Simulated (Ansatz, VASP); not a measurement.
## One calculation of BN, two programs

Contents of POSCAR:

```
BN
1.0
    2.5009753125      0.0000000000      0.0000000000
   -1.2504876563      2.1659081548      0.0000000000
    0.0000000000      0.0000000000      6.8741616654
B N
2 2
Direct
    0.3110349311      0.6503431033      0.2500000000
    0.6443682644      0.3170097699      0.7500000000
    0.3333333333      0.6666666667      0.7500000000
    0.6666666667      0.3333333333      0.2500000000
```

Contents of INCAR.step1:

```
PREC     = Accurate       # precision mode
ENCUT    = 520            # plane-wave cutoff, eV
ISMEAR   = 0              # smearing method
SIGMA    = 0.05           # smearing width, eV
LREAL    = F              # projectors in reciprocal space
LASPH    = T              # aspherical terms in the spheres
NELM     = 100            # most SCF steps
NBANDS   = 16             # bands
GGA      = PE             # functional
ALGO     = Normal         # electronic algorithm
EDIFF    = 1E-4           # SCF threshold, eV
LWAVE    = T              # write WAVECAR
LCHARG   = F              # write CHGCAR
```

INCAR.step2

```
PREC     = Accurate       # precision mode
ENCUT    = 520            # plane-wave cutoff, eV
EDIFF    = 1E-7           # SCF threshold, eV
ISMEAR   = 0              # smearing method
SIGMA    = 0.05           # smearing width, eV
LREAL    = F              # projectors in reciprocal space
LASPH    = T              # aspherical terms in the spheres
NELM     = 100            # most SCF steps
ALGO     = Normal         # electronic algorithm
ISIF     = 2              # what is computed and relaxed
LWAVE    = F              # write WAVECAR
LCHARG   = F              # write CHGCAR
METAGGA  = R2SCAN         # meta-GGA
LMIXTAU  = T            
NBANDS   = 16             # bands
ISTART   = 1
```

KPOINTS

```
Automatic mesh
0
Gamma
  12 12 4
```

Input for Ansatz:

```yaml
crystal:
  lattice:
    - [2.5009753125, 0.0, 0.0]
    - [-1.2504876563, 2.1659081548, 0.0]
    - [0.0, 0.0, 6.8741616654]
  atoms:
    - { symbol: B, position: [0.3110349311, 0.6503431033, 0.25] }
    - { symbol: B, position: [0.6443682644, 0.3170097699, 0.75] }
    - { symbol: "N", position: [0.3333333333, 0.6666666667, 0.75] }
    - { symbol: "N", position: [0.6666666667, 0.3333333333, 0.25] }
basis:
  ecutwfc: 500
kpoints:
  mp_grid: { grid: [12, 12, 4] }
hamiltonian:
  xc: r2scan
scf:
  occupations: { method: gaussian, width: 0.05 }
output:
  forces: true
  stress: true
  eigenvalues: true
```

Change from the starting cell: all B atoms moved -0.050 Å, as atom 1 along Cartesian [1 1 0].

Alike in both runs: task single point; functional r2SCAN; k mesh 12 × 12 × 4; occupations gaussian, width 0.05 eV; no spin polarisation.

```csv
,VASP,Ansatz
version,VASP 6.6.1,Ansatz 0.2.0
potentials or method,"VASP PAW PBE potentials, release 64 (B, N), cutoff 520 eV","scalar-relativistic, plane waves, PAW"
valence electrons in the cell,16,16
```

```tsv
	VASP	Ansatz	Ansatz less VASP
gap on the k mesh at the Fermi level (eV)	4.87	4.82	-0.041
least direct gap on the mesh (eV)	5.34	5.29	-0.048
pressure (GPa)	1.3	0.9	-0.36
traceless stress, the component that is largest in VASP (GPa)	-1.54	-0.90	+0.641
rms of the force components (eV/Å)	1.213	1.220	+0.0074
```

VASP's potentials were made for PBE, not for r2SCAN. Atom by atom the forces differ by 0.007 eV/Å (rms over components).
